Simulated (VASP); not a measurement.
Runs of VASP 6.6.1 on Li5Cl3. The structure is that of space group P4/mmm (No. 123), or close to it. The cells are those of the table. 

```tsv
task	cell	k mesh	cutoff (eV)	gap on the mesh (eV)	pressure (GPa)	relaxed volume (Å³/atom)	largest force (eV/Å)
single point	a = 3.484, b = 3.484, c = 12.210 Å, 8 atoms	6 × 6 × 2	520	none	-	-	0.63
relaxation of cell and atoms	relaxed from a = 3.228, b = 3.228, c = 14.793 Å, 8 atoms	12 × 12 × 4	600	none	0.0	19.33	0.01
single point	a = 3.228, b = 3.228, c = 14.793 Å, 8 atoms	6 × 6 × 2	520	none	-	-	(a)
relaxation of cell and atoms	relaxed from a = 3.484, b = 3.484, c = 12.210 Å, 8 atoms	6 × 6 × 2	600	none	0.0	19.14	0.02
```

Alike in all rows: level PBE; potentials or basis VASP PAW PBE potentials, release 64 (Li_sv, Cl); no spin polarisation; smearing gaussian 0.1 eV.

Task: Fill in the values left out.

Result: (a) 0.03.

Caveats: the cutoff is under 1.25 times the usual one of these potentials, so pressure, stress and relaxed cells hold a basis-set (Pulay) error.

A gap of «none» marks levels without a gap at the run's occupations.
